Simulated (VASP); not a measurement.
Write the native input for VASP 6.6.1 that does the following.

- Task: single point
- Functional: PBE
- Potentials or basis: VASP PAW PBE potentials, release 64 (Ca_sv, Pd)
- Cutoff: 520 eV
- k mesh: 6 × 6 × 6
- Occupations: gaussian, width 0.1 eV
- Spin: collinear spin
- Starting moments: [0.0, 1.0, 1.0, 1.0] μB
- Dipole correction: no
- Further INCAR settings: ALGO = Fast; EDIFF = 1e-06; NBANDS = 32

The structure of CaPd3 lies in POSCAR:

```
CaPd3
1.0
   -2.1126798000      2.1126798000      3.9773276000
    2.1126798000     -2.1126798000      3.9773276000
    2.1126798000      2.1126798000     -3.9773276000
Ca Pd
1 3
Direct
    0.0000000000      0.0000000000      0.0000000000
    0.7500000000      0.2500000000      0.5000000000
    0.2500000000      0.7500000000      0.5000000000
    0.5000000000      0.5000000000      0.0000000000
```

The cell was generated, and may not be a known phase.

One way to write it, as run:

INCAR

```
SYSTEM = CaPd3
  PREC = Accurate
  ENCUT = 520
  EDIFF = 1E-6
  ISMEAR = 0
  SIGMA = 0.1
  LREAL = .FALSE.
  LASPH = .TRUE.
  NELM = 150
  ALGO = Fast
  ISIF = 2
  LWAVE = .FALSE.
  LCHARG = .FALSE.
  ISPIN = 2
  MAGMOM = 0 1 1 1
  LORBIT = 11
  LMAXMIX = 4
  GGA = PE
  NBANDS = 32
```

KPOINTS

```
Automatic mesh
0
G
  6 6 6
  0 0 0
```

Potentials or basis: VASP PAW PBE potentials, release 64 (Ca_sv, Pd).

Command:

```sh
$ cat potpaw_PBE.64/Ca_sv/POTCAR potpaw_PBE.64/Pd/POTCAR > POTCAR
$ mpirun -np 1 vasp_std > vasp.out
```

Results of the run:

| Quantity | Value |
| --- | --- |
| Pressure | 0.1 GPa |
| Band gap on the k mesh | zero (filled and empty bands overlap) |
| Net moment | 0.00 μB per cell |
| Valence electrons inside the program's atomic spheres | Ca 8.26; Pd 9.36, 9.33 (each value once) |

Wall time 3.9 min on 1 thread of Intel(R) Xeon(R) 6975P-C (Granite Rapids), on a shared host, peak memory 0.34 GiB.
